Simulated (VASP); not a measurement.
# Si (P6_3/mmc) in VASP: further runs

Runs on Si. Level: LDA. Tasks: single point.

Everything below comes from runs of VASP 6.6.1. Logs are shortened: lines on timing, memory, paths and dates and some standing lists are left out, and cuts for length are marked.

## Step 1: The cell of the first run

The structure is hexagonal, space group P6_3/mmc (No. 194). Conventional cell: a = 4.029 Å, b = 4.029 Å, c = 5.599 Å, α = 90.00°, β = 90.00°, γ = 120.00°. Si (site symmetry 3m) has 4 Si at 2.31 to 2.38 Å within 3.0 Å.

This isn't the form of Si at room conditions, which is diamond.

## Step 2: Single point, LDA

File INCAR:

```
SYSTEM = Si
PREC = Accurate
ENCUT = 520
EDIFF = 1E-6
ISMEAR = 0
SIGMA = 0.03
LREAL = .False.
LASPH = .True.
NELM = 100
ALGO = Normal
ISIF = 2
LWAVE = .False.
LCHARG = .False.
GGA = CA
NBANDS = 16
```

File KPOINTS:

```
regular mesh
0
Gamma
  12 12 6
  0 0 0
```

File POSCAR:

```
Si
1.0
    4.0291929185      0.0000000000      0.0000000000
   -2.0145964593      3.4893834241      0.0000000000
    0.0000000000      0.0000000000      5.5985635602
Si
4
Direct
    0.3333333333      0.6666666667      0.0439541821
    0.6666666667      0.3333333333      0.5439541821
    0.3333333333      0.6666666667      0.4560458179
    0.6666666667      0.3333333333      0.9560458179
```

Potentials or basis: VASP PAW LDA potentials, release 64 (Si).

On the command line:

```sh
$ cat potpaw_LDA.64/Si/POTCAR > POTCAR
$ mpirun -np 1 vasp_std > vasp.out
```

OUTCAR:

```text
SYSTEM = Si
   PREC = Accurate
   ENCUT = 520
   EDIFF = 1E-6
   ISMEAR = 0
   LREAL = .False.
   LASPH = .True.
   NELM = 100
   ISIF = 2
   GGA = CA

 ion  position               nearest neighbor table
   1  0.333  0.667  0.044-   3 2.31   4 2.38   4 2.38   4 2.38
   2  0.667  0.333  0.544-   4 2.31   3 2.38   3 2.38   3 2.38
   3  0.333  0.667  0.456-   1 2.31   2 2.38   2 2.38   2 2.38
   4  0.667  0.333  0.956-   2 2.31   1 2.38   1 2.38   1 2.38

  LATTYP: Found a hexagonal cell.
 ALAT       =     4.0291929185
 C/A-ratio  =     1.3895000000

  Lattice vectors:

 A1 = (   4.0291929185,   0.0000000000,   0.0000000000)
 A2 = (  -2.0145964593,   3.4893834241,   0.0000000000)
 A3 = (   0.0000000000,   0.0000000000,   5.5985635602)

Analysis of symmetry for initial positions (statically):
=====================================================================
 Subroutine PRICEL returns:
 Original cell was already a primitive cell.

 Routine SETGRP: Setting up the symmetry group for a
 hexagonal supercell.

 Subroutine GETGRP returns: Found 24 space group operations
 (whereof 12 operations were pure point group operations)
 out of a pool of 24 trial point group operations.

The static configuration has the point symmetry D_3d.
 The point group associated with its full space group is D_6h.

Analysis of symmetry for dynamics (positions and initial velocities):
=====================================================================
 Subroutine PRICEL returns:
 Original cell was already a primitive cell.

 Routine SETGRP: Setting up the symmetry group for a
 hexagonal supercell.

 Subroutine GETGRP returns: Found 24 space group operations
 (whereof 12 operations were pure point group operations)
 out of a pool of 24 trial point group operations.

The dynamic configuration has the point symmetry D_3d.
 The point group associated with its full space group is D_6h.

 Subroutine INISYM returns: Found 24 space group operations
 (whereof 12 operations are pure point group operations),
 and found     1 'primitive' translations

----------------------------------------------------------------------------------------

                                     Primitive cell

  volume of cell :      78.7124

  direct lattice vectors                    reciprocal lattice vectors
     4.029192918  0.000000000  0.000000000     0.248188662  0.143291791  0.000000000
[... 93 lines left out ...]
   NSW    =      0    number of steps for IOM
   IBRION =     -1    ionic relax: 0-MD 1-quasi-New 2-CG
   NFREE  =      0    steps in history (QN), initial steepest desc. (CG)
   ISIF   =      2    stress and relaxation
   ISYM   =      2    0-nonsym 1-usesym 2-fastsym
   POTIM  = 0.5000    time-step for ionic-motion
   TEBEG  =    0.0;   TEEND  =   0.0 temperature during run
   PSTRESS=    0.0 pullay stress
   NELECT =      16.0000    total number of electrons
   NUPDOWN=      -1.0000    fix difference up-down
   EMIN   =  10.00;   EMAX   =-10.00  energy-range for DOS
   EFERMI =   0.00;   METHOD = LEGACY
   ISMEAR =     0;   SIGMA  =   0.03  broadening in eV -4-tet -1-fermi 0-gaus
   EFERMI_NEDOS =   21; number of points for ismear=-14 and -15
   IALGO  =     38    algorithm
   IMIX   =      4    mixing-type and parameters
     AMIX     =   0.40;   BMIX     =  1.00
     AMIX_MAG =   1.60;   BMIX_MAG =  1.00
  volume/ion in A,a.u.               =      19.68       132.79
  Fermi-wavevector in a.u.,A,eV,Ry     =   0.962573  1.818999 12.606436  0.926547
  Thomas-Fermi vector in A             =   2.092044
   LORBIT       =      0    0 simple, 1 ext, 2 COOP (PROOUT), +10 PAW based schemes
   GGA     = CA    functional components
   LHFCALC =     F    Hartree Fock is set to
   AEXX    =    0.0000 exact exchange contribution
   IVDW    =     0    specifies the selected vdW correction
   LEPSILON=     F    determine dielectric tensor
   LRPA    =     F    only Hartree local field effects (RPA)
 non-spin polarized calculation
 Gauss-broadening in eV      SIGMA  =   0.03
  energy-cutoff  :      520.00
  volume of cell :       78.71
 maximum number of plane-waves:      2144
 NGX is ok and might be reduce to    30
   NGX = 15   NGY = 15   NGZ = 21

 number of electron      15.9999999 magnetization

 Free energy of the ion-electron system (eV)
  ---------------------------------------------------
  ext. energy  EPLUGINS =         0.00000000
  ---------------------------------------------------
  free energy    TOTEN  =       -22.97392271 eV

  energy without entropy =      -22.97372155  energy(sigma->0) =      -22.97382213

 E-fermi :   5.8756     XC(G=0):  -9.6726

 val. band max:        5.7748224815   @ k =   0.3333   0.0000   0.0000
 cond. band min:       5.8850472252   @ k =   0.0833   0.0000   0.0000
 fundamental gap:      0.1102247437
 Fermi energy:         5.8755844177

 k-point     1 :       0.0000    0.0000    0.0000
  band No.  band energies     occupation
      1      -6.1621      2.00000
      2      -2.7855      2.00000
      3      -0.5840      2.00000
      4       3.6616      2.00000
      5       3.6616      2.00000
      6       4.8674      2.00000
[... 433 lines left out ...]
      3      -1.0813      2.00000
      4       1.5838      2.00000
      5       1.7738      2.00000
      6       2.7072      2.00000
[... 8 lines left out ...]
     15      12.0763      0.00000
     16      13.2587      0.00000

 [... further k-points ...]

------------------------ aborting loop because EDIFF is reached ----------------------------------------

  FORCE on cell =-STRESS in cart. coord.  units (eV):
  Direction    XX          YY          ZZ          XY          YZ          ZX
  --------------------------------------------------------------------------------------
  -------------------------------------------------------------------------------------
  Total       -4.0087897     -4.0087897      7.6486167      0.0000000      0.0000000      0.0000000
  in kB      -81.5981830    -81.5981830    155.6861966      0.0000000      0.0000000      0.0000000
  external PRESSURE =      -2.5033898 kB  Pullay stress =       0.0000000 kB

 VOLUME and BASIS-vectors are now :
 -----------------------------------------------------------------------------
  energy-cutoff  :      520.00
  volume of cell :       78.71
      direct lattice vectors                 reciprocal lattice vectors
     4.029192918  0.000000000  0.000000000     0.248188662  0.143291791  0.000000000
    -2.014596459  3.489383424  0.000000000     0.000000000  0.286583582  0.000000000
     0.000000000  0.000000000  5.598563560     0.000000000  0.000000000  0.178617245

 POSITION                                       TOTAL-FORCE (eV/Angst)
 -----------------------------------------------------------------------------------
     -0.00000      2.32626      0.24608        -0.000000      0.000000      0.324377
      2.01460      1.16313      3.04536         0.000000     -0.000000      0.324377
     -0.00000      2.32626      2.55320        -0.000000      0.000000     -0.324377
      2.01460      1.16313      5.35248         0.000000     -0.000000     -0.324377
 -----------------------------------------------------------------------------------
    total drift:                               -0.000000     -0.000000     -0.000000

  FREE ENERGIE OF THE ION-ELECTRON SYSTEM (eV)
  ---------------------------------------------------
  free  energy   TOTEN  =       -22.9739227067 eV

  energy  without entropy=      -22.9737215505  energy(sigma->0) =      -22.97382213
```

OSZICAR:

```text
N       E                     dE             d eps       ncg     rms          rms(c)
DAV:   1     0.245332287852E+02    0.24533E+02   -0.60179E+03  2432   0.824E+02
DAV:   2    -0.216669530737E+02   -0.46200E+02   -0.42136E+02  3224   0.122E+02
DAV:   3    -0.235464207426E+02   -0.18795E+01   -0.18368E+01  3336   0.230E+01
DAV:   4    -0.235710022013E+02   -0.24581E-01   -0.24573E-01  3096   0.332E+00
DAV:   5    -0.235714696196E+02   -0.46742E-03   -0.46735E-03  3376   0.440E-01    0.705E+00
DAV:   6    -0.231356299044E+02    0.43584E+00   -0.21295E-01  3040   0.230E+00    0.413E+00
DAV:   7    -0.229744129187E+02    0.16122E+00   -0.31863E-01  3120   0.272E+00    0.484E-01
DAV:   8    -0.229737752615E+02    0.63766E-03   -0.33770E-02  2944   0.105E+00    0.266E-01
DAV:   9    -0.229739075250E+02   -0.13226E-03   -0.79867E-04  3296   0.160E-01    0.112E-01
DAV:  10    -0.229739178698E+02   -0.10345E-04   -0.77496E-05  3152   0.453E-02    0.235E-02
DAV:  11    -0.229739222014E+02   -0.43316E-05   -0.13458E-05  3168   0.193E-02    0.225E-02
DAV:  12    -0.229739227067E+02   -0.50529E-06   -0.18471E-06  2752   0.749E-03
   1 F= -.22973923E+02 E0= -.22973822E+02  d E =-.201156E-03
```

Run time: 72 s. Hardware: 1 thread of Intel Xeon Platinum 8259CL at 2.50GHz (Skylake/Cascade Lake), shared host; peak memory 0.19 GiB.

Results:

```
Free energy            : -22.9739 eV
Pressure               : -0.3 GPa
Largest force          : 0.324 eV/Å
Band gap on the k mesh : zero (bands 8 and 9 overlap by 0.78 eV)
```

Forces on the atoms (eV/Å):
```
Si   0.000  0.000  0.324
Si   0.000  0.000  0.324
Si   0.000  0.000 -0.324
Si   0.000  0.000 -0.324
```

Stress tensor (GPa, compression positive):
```
-8.16  0.00  0.00
 0.00 -8.16  0.00
 0.00  0.00 15.57
```

Caveat: semilocal functionals underestimate gaps, so a narrow gap can read as zero.

(Continued in part 2 of 3.)
